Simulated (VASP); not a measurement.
Write the native input for VASP 6.6.1 that does the following.

| Item | Value |
| --- | --- |
| Task | relaxation of cell and atoms |
| Functional | BLYP |
| Potentials or basis | VASP PAW PBE potentials, release 64 (Ni, O) |
| Cutoff | 600 eV |
| k mesh | 11 × 11 × 11 |
| Occupations | fermi-dirac, width 0.05 eV |
| Spin | collinear spin, ferromagnetic start |
| Starting moments | [1.0, 0.0] μB |
| Dipole correction | no |
| Further INCAR settings | ALGO = Normal; EDIFF = 1e-06; IBRION = 2; EDIFFG = -0.01; NSW = 60; ISIF = 3 |

The structure of NiO lies in POSCAR:

```
NiO
1.0
    0.0000000000      2.0859016414      2.0859016414
    2.0859016414      0.0000000000      2.0859016414
    2.0859016414      2.0859016414      0.0000000000
Ni O
1 1
Direct
    0.0000000000      0.0000000000      0.0000000000
    0.5000000000      0.5000000000      0.5000000000
```

One way to write it, as run:

INCAR

```
SYSTEM = NiO
AGGAC = 1.0
AGGAX = 1.0
ALDAC = 0.0
ALDAX = 1.0
ALGO = Normal
EDIFF = 1E-6
EDIFFG = -0.01
ENCUT = 600
GGA = B5
IBRION = 2
ISIF = 3
ISMEAR = -1
ISPIN = 2
LASPH = .TRUE.
LCHARG = .FALSE.
LMAXMIX = 4
LORBIT = 11
LREAL = .FALSE.
LWAVE = .FALSE.
MAGMOM = 1 0
NELM = 150
NSW = 60
PREC = Accurate
SIGMA = 0.05
```

KPOINTS

```
k-points
0
G
  11 11 11
  0 0 0
```

Potentials or basis: VASP PAW PBE potentials, release 64 (Ni, O).

Command:

```sh
$ cat potpaw_PBE.64/Ni/POTCAR potpaw_PBE.64/O/POTCAR > POTCAR
$ mpirun -np 1 vasp_std > vasp.out
```

Results of the run:

```json
{
 "Relaxed volume": "9.77 Å³/atom",
 "Relaxed cell": "a = 3.024 Å, b = 3.024 Å, c = 3.024 Å, α = 60.00°, β = 60.00°, γ = 60.00°",
 "Space group after relaxing (to 0.05 Å)": "Fm-3m (No. 225)",
 "Energy gained by relaxing": "26.3 meV/atom",
 "Ionic steps": "3",
 "Pressure after relaxing": "0.0 GPa",
 "Net moment": "1.82 μB per cell",
 "Site moments": "Ni +1.48; O +0.29 μB",
 "Valence electrons inside the program's atomic spheres": "Ni 8.88; O 4.96"
}
```

Caveat: the PAW data sets were made with another functional, which shifts forces and pressure a little; a cell with one magnetic atom can't hold antiferromagnetic order, which such compounds often take.

Wall time 62 s on 1 thread of Intel Xeon 6975P-C, with other jobs on the host, peak memory 0.17 GiB.
